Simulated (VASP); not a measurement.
# AlAs (F-43m) in VASP: single point with B3LYP

Aim: the single point of AlAs with B3LYP.

All numbers are computed with VASP 6.6.1; they aren't measurements. Logs are shortened: lines on timing, memory, paths and dates and some standing lists are left out, and cuts for length are marked.

### Step 1. The cell of the first run

It takes space group F-43m (No. 216, cubic). The conventional cell has a = 5.661 Å, b = 5.661 Å, c = 5.661 Å, α = 90.00°, β = 90.00°, γ = 90.00°. Within 3.2 Å of Al (site symmetry -43m) lie 4 As at 2.45 Å. As (site symmetry -43m) has 4 Al at 2.45 Å within 3.2 Å.

### Step 2. Single point, B3LYP

POSCAR reads:

```
AlAs
1.0
    0.0000000000      2.8304000000      2.8304000000
    2.8304000000      0.0000000000      2.8304000000
    2.8304000000      2.8304000000      0.0000000000
Al As
1 1
Direct
    0.0000000000      0.0000000000      0.0000000000
    0.2500000000      0.2500000000      0.2500000000
```

INCAR.step1 reads:

```
SYSTEM = AlAs
PREC = Accurate
ENCUT = 400
EDIFF = 1E-5
ISMEAR = 0
SIGMA = 0.01
LREAL = .FALSE.
LASPH = .TRUE.
NELM = 120
ALGO = Normal
ISIF = 2
LWAVE = .TRUE.
GGA = PE
NBANDS = 11
GGA_COMPAT = .FALSE.
```

INCAR.step2 reads:

```
SYSTEM = AlAs
PREC = Accurate
ENCUT = 400
EDIFF = 1E-6
ISMEAR = 0
SIGMA = 0.01
LREAL = .FALSE.
LASPH = .TRUE.
NELM = 120
ALGO = Normal
ISIF = 2
LWAVE = .FALSE.
LCHARG = .TRUE.
GGA = B3
LHFCALC = .TRUE.
AEXX = 0.2
AGGAX = 0.72
AGGAC = 0.81
ALDAC = 0.19
PRECFOCK = Normal
LELF = .TRUE.
LVHAR = .TRUE.
ISTART = 1
NBANDS = 11
GGA_COMPAT = .FALSE.
```

KPOINTS reads:

```
Automatic mesh
0
G
  4 4 4
  0 0 0
```

Potentials or basis: VASP PAW PBE potentials, release 64 (Al, As).

Run with:

```sh
$ cat potpaw_PBE.64/Al/POTCAR potpaw_PBE.64/As/POTCAR > POTCAR
$ cp INCAR.step1 INCAR
$ mpirun -np 1 vasp_std > vasp.out
$ cp INCAR.step2 INCAR
$ mpirun -np 1 vasp_std > vasp.out
```

OUTCAR:

```text
SYSTEM = AlAs
   PREC = Accurate
   ENCUT = 400
   EDIFF = 1E-6
   ISMEAR = 0
   LREAL = .FALSE.
   LASPH = .TRUE.
   NELM = 120
   ISIF = 2
   GGA = B3
   LHFCALC = .TRUE.
   AEXX = 0.2
   PRECFOCK = Normal
   ISTART = 1

 ion  position               nearest neighbor table
   1  0.000  0.000  0.000-   2 2.45   2 2.45   2 2.45   2 2.45
   2  0.250  0.250  0.250-   1 2.45   1 2.45   1 2.45   1 2.45

  LATTYP: Found a face centered cubic cell.
 ALAT       =     5.6608000000

  Lattice vectors:

 A1 = (   0.0000000000,   2.8304000000,   2.8304000000)
 A2 = (   2.8304000000,   0.0000000000,   2.8304000000)
 A3 = (   2.8304000000,   2.8304000000,   0.0000000000)

Analysis of symmetry for initial positions (statically):
=====================================================================
 Subroutine PRICEL returns:
 Original cell was already a primitive cell.

 Routine SETGRP: Setting up the symmetry group for a
 face centered cubic supercell.

 Subroutine GETGRP returns: Found 24 space group operations
 (whereof 24 operations were pure point group operations)
 out of a pool of 48 trial point group operations.

The static configuration has the point symmetry T_d .

Analysis of symmetry for dynamics (positions and initial velocities):
=====================================================================
 Subroutine PRICEL returns:
 Original cell was already a primitive cell.

 Routine SETGRP: Setting up the symmetry group for a
 face centered cubic supercell.

 Subroutine GETGRP returns: Found 24 space group operations
 (whereof 24 operations were pure point group operations)
 out of a pool of 48 trial point group operations.

The dynamic configuration has the point symmetry T_d .

 Subroutine INISYM returns: Found 24 space group operations
 (whereof 24 operations are pure point group operations),
 and found     1 'primitive' translations

----------------------------------------------------------------------------------------

                                     Primitive cell

  volume of cell :      45.3496

  direct lattice vectors                    reciprocal lattice vectors
     0.000000000  2.830400000  2.830400000    -0.176653477  0.176653477  0.176653477
     2.830400000  0.000000000  2.830400000     0.176653477 -0.176653477  0.176653477
     2.830400000  2.830400000  0.000000000     0.176653477  0.176653477 -0.176653477

  length of vectors
     4.002790067  4.002790067  4.002790067     0.305972797  0.305972797  0.305972797

[... 80 lines left out ...]
   IALGO  =     38    algorithm
   IMIX   =      1    mixing-type and parameters
     AMIX     =   0.40;   BMIX     =  1.00
     AMIX_MAG =   1.60;   BMIX_MAG =  1.00
  volume/ion in A,a.u.               =      22.67       153.02
  Fermi-wavevector in a.u.,A,eV,Ry     =   0.918150  1.735052 11.469706  0.843000
  Thomas-Fermi vector in A             =   2.043199
   LORBIT       =      0    0 simple, 1 ext, 2 COOP (PROOUT), +10 PAW based schemes
   GGA     = B3    functional components
   LHFCALC =     T    Hartree Fock is set to
   PRECFOCK=normal    Normal, Fast or Accurate (Low or Medium for compatibility)
   ENCUT4O =  -1.0   cutoff for four orbital integrals eV
   NKREDX  =     1    reduce k-point grid by
   NKREDY  =     1    reduce k-point grid by
   NKREDZ  =     1    reduce k-point grid by
   AEXX    =    0.2000 exact exchange contribution
   HFSCREEN=    0.0000 screening length (either q_TF or 0.3 A-1)
   HFSCREENC=   0.0000 screening length for correlation (either q_TF or 0.3 A-1)
   ENCUTFOCK=  -1.0 apply spherical cutoff to Coloumb kernel
   IVDW    =     0    specifies the selected vdW correction
   LEPSILON=     F    determine dielectric tensor
   LRPA    =     F    only Hartree local field effects (RPA)
 non-spin polarized calculation
 Gauss-broadening in eV      SIGMA  =   0.01
  energy-cutoff  :      400.00
  volume of cell :       45.35
 maximum number of plane-waves:       869
 NGX is ok and might be reduce to    28
  NGX = 20; NGY = 20; NGZ = 20

 number of electron       7.9999999 magnetization

 Free energy of the ion-electron system (eV)
  ---------------------------------------------------
  ext. energy  EPLUGINS =         0.00000000
  ---------------------------------------------------
  free energy    TOTEN  =       -10.19918931 eV

  energy without entropy =      -10.19918931  energy(sigma->0) =      -10.19918931

 E-fermi :   3.5678     XC(G=0):  -7.1223

 val. band max:        3.4449664205   @ k =   0.0000   0.0000   0.0000
 cond. band min:       6.2365990427   @ k =   0.5000   0.5000   0.0000
 fundamental gap:      2.7916326222
 Fermi energy:         3.5678290685

 k-point     1 :       0.0000    0.0000    0.0000
  band No.  band energies     occupation
      1      -9.4006      2.00000
      2       3.4450      2.00000
      3       3.4450      2.00000
      4       3.4450      2.00000
      5       6.8548      0.00000
      6       9.1127      0.00000
      7       9.1127      0.00000
      8       9.1127      0.00000
      9      13.9085      0.00000
     10      14.0781      0.00000
     11      14.0781      0.00000
[... 85 lines left out ...]
 k-point     8 :      -0.2500    0.5000    0.2500
  band No.  band energies     occupation
      1      -7.2289      2.00000
      2      -2.0552      2.00000
      3       0.1182      2.00000
      4       0.5229      2.00000
      5       9.1926      0.00000
      6      10.5212      0.00000
      7      10.6860      0.00000
      8      10.9583      0.00000
      9      15.8025      0.00000
     10      17.4227      0.00000
     11      17.8510      0.00000

------------------------ aborting loop because EDIFF is reached ----------------------------------------

  FORCE on cell =-STRESS in cart. coord.  units (eV):
  Direction    XX          YY          ZZ          XY          YZ          ZX
  --------------------------------------------------------------------------------------
  -------------------------------------------------------------------------------------
  Total        0.9203993      0.9203993      0.9203993      0.0000000      0.0000000      0.0000000
  in kB       32.5172223     32.5172223     32.5172223      0.0000000      0.0000000      0.0000000
  external PRESSURE =      32.5172223 kB  Pullay stress =       0.0000000 kB

 VOLUME and BASIS-vectors are now :
 -----------------------------------------------------------------------------
  energy-cutoff  :      400.00
  volume of cell :       45.35
      direct lattice vectors                 reciprocal lattice vectors
     0.000000000  2.830400000  2.830400000    -0.176653477  0.176653477  0.176653477
     2.830400000  0.000000000  2.830400000     0.176653477 -0.176653477  0.176653477
     2.830400000  2.830400000  0.000000000     0.176653477  0.176653477 -0.176653477

 POSITION                                       TOTAL-FORCE (eV/Angst)
 -----------------------------------------------------------------------------------
      0.00000      0.00000      0.00000        -0.000000     -0.000000     -0.000000
      1.41520      1.41520      1.41520         0.000000      0.000000      0.000000
 -----------------------------------------------------------------------------------
    total drift:                                0.000000      0.000000      0.000000

  FREE ENERGIE OF THE ION-ELECTRON SYSTEM (eV)
  ---------------------------------------------------
  free  energy   TOTEN  =       -10.1991893056 eV

  energy  without entropy=      -10.1991893056  energy(sigma->0) =      -10.19918931
```

It took 2.3 min on 1 thread of Intel Xeon 8259CL, shared host; peak memory 0.16 GiB.

What came out:

```
Free energy            : -10.1992 eV
Pressure               : 3.3 GPa
Band gap on the k mesh : 2.79 eV, indirect (least direct gap 3.41 eV)
```

Levels at points of the mesh, in eV from the valence-band top:
| k point | band 1 | band 2 | band 3 | band 4 | band 5 | band 6 | band 7 | band 8 | band 9 |
| --- | --- | --- | --- | --- | --- | --- | --- | --- | --- |
| (0.00, 0.00, 0.00) | -12.85 | 0.00 | 0.00 | 0.00 | 3.41 | 5.67 | 5.67 | 5.67 | 10.46 |
| (0.50, 0.00, 0.00) | -11.31 | -5.97 | -0.88 | -0.88 | 3.44 | 6.12 | 6.12 | 9.42 | 12.88 |
| (0.50, 0.50, 0.00) | -10.71 | -5.86 | -2.31 | -2.31 | 2.79 | 3.59 | 12.07 | 12.07 | 13.51 |

Caveat: the k points lie up to 0.48 Å⁻¹ apart; the PAW data sets were made with another functional, which shifts forces and pressure a little. A k mesh can miss the band edges.
